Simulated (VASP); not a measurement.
## Se: single point with LDA

Se:

```
Se
1.0
    -1.23860    1.23860    1.23860
     1.23860   -1.23860    1.23860
     1.23860    1.23860   -1.23860
Se
1
Direct
  0.00000 0.00000 0.00000
```

This isn't the form of Se at room conditions, which is trigonal, of chains.

```yaml
Program: VASP 6.6.1
Task: single point
Functional: LDA
Potentials_or_basis: VASP PAW LDA potentials, release 64 (Se)
Cutoff: 500 eV
k_mesh: 15 × 15 × 15
Occupations: fermi-dirac, width 0.05 eV
Spin: no spin polarisation
```

```
Pressure               : 599.1 GPa
Band gap on the k mesh : zero (bands 3 and 4 overlap by 22.96 eV)
```

Levels at points of the mesh, in eV from the Fermi level:
| k point | band 1 | band 2 | band 3 | band 4 | band 5 | band 6 | band 7 | band 8 |
| --- | --- | --- | --- | --- | --- | --- | --- | --- |
| (0.00, 0.00, 0.00) | -31.52 | 12.82 | 12.82 | 12.82 | 15.84 | 15.84 | 15.84 | 18.50 |

Wall time 3.8 s on 1 thread of Intel(R) Xeon(R) Platinum 8488C (Sapphire Rapids), on a shared host, peak memory 0.11 GiB.

Caveat: the cell stands under pressure.
